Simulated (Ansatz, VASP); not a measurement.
**Two plane-wave programs on PbO2**

File INCAR:

```
ALGO = Normal
EDIFF = 1E-6
ENCUT = 600
GGA = PE
GGA_COMPAT = False
ISIF = 2
ISMEAR = 0
LASPH = True
LCHARG = False
LREAL = False
LWAVE = False
NBANDS = 35
NELM = 120
PREC = Accurate
SIGMA = 0.1
```

KPOINTS

```
k-points
0
Gamma
  6 6 4
```

Contents of POSCAR:

```
PbO2
1.0
    3.7798494772      0.0000000000      0.0000000000
    0.0000000000      3.7798494772      0.0000000000
    0.0000000000      0.0000000000      5.7525357306
Pb O
2 4
Direct
    0.0000000000      0.0000000000      0.0000000000
    0.5000000000      0.5000000000      0.5000000000
    0.0000000000      0.5000000000      0.1857713317
    1.0000000000      0.5000000000      0.6857713317
    0.5000000000      0.0000000000      0.3142286683
    0.5000000000      1.0000000000      0.8142286683
```

Input for Ansatz:

```yaml
crystal:
  lattice:
    - [3.7798494772, 0.0, 0.0]
    - [0.0, 3.7798494772, 0.0]
    - [0.0, 0.0, 5.7525357306]
  atoms:
    - { symbol: Pb, position: [0.0, 0.0, 0.0] }
    - { symbol: Pb, position: [0.5, 0.5, 0.5] }
    - { symbol: O, position: [0.0, 0.5, 0.1857713317] }
    - { symbol: O, position: [1.0, 0.5, 0.6857713317] }
    - { symbol: O, position: [0.5, 0.0, 0.3142286683] }
    - { symbol: O, position: [0.5, 1.0, 0.8142286683] }
basis:
  ecutwfc: 420
kpoints:
  mp_grid: { grid: [6, 6, 4] }
hamiltonian:
  xc: pbe
scf:
  occupations: { method: gaussian, width: 0.1 }
output:
  forces: true
  stress: true
  eigenvalues: true
```

Alike in both runs: task single point; functional PBE; k mesh 6 × 6 × 4; occupations gaussian, width 0.1 eV; no spin polarisation.

```csv
,VASP,Ansatz
version,VASP 6.6.1,Ansatz 0.2.0
potentials or method,"VASP PAW PBE potentials, release 64 (Pb_d, O), cutoff 600 eV","scalar-relativistic, plane waves, PAW"
valence electrons in the cell,52,52
```

Ansatz gave:

| Quantity | Value |
| --- | --- |
| gap on the k mesh at the Fermi level (eV) | none |
| pressure (GPa) | -0.1 |
| traceless stress, the component that is largest in VASP (GPa) | 0.00 |
| rms of the force components (eV/Å) | 0.005 |

Problem. What did VASP give for the same quantities?

Solution. gap on the k mesh at the Fermi level (eV): none; pressure (GPa): 0.1; traceless stress, the component that is largest in VASP (GPa): -0.09; rms of the force components (eV/Å): 0.008.

Atom by atom the forces differ by 0.013 eV/Å (rms over components). A gap of «none» marks a metal or a gap that the smearing closes. The functional is the same, so the differences come from potentials, cutoffs and numerics.

Neither program's run includes spin-orbit coupling.
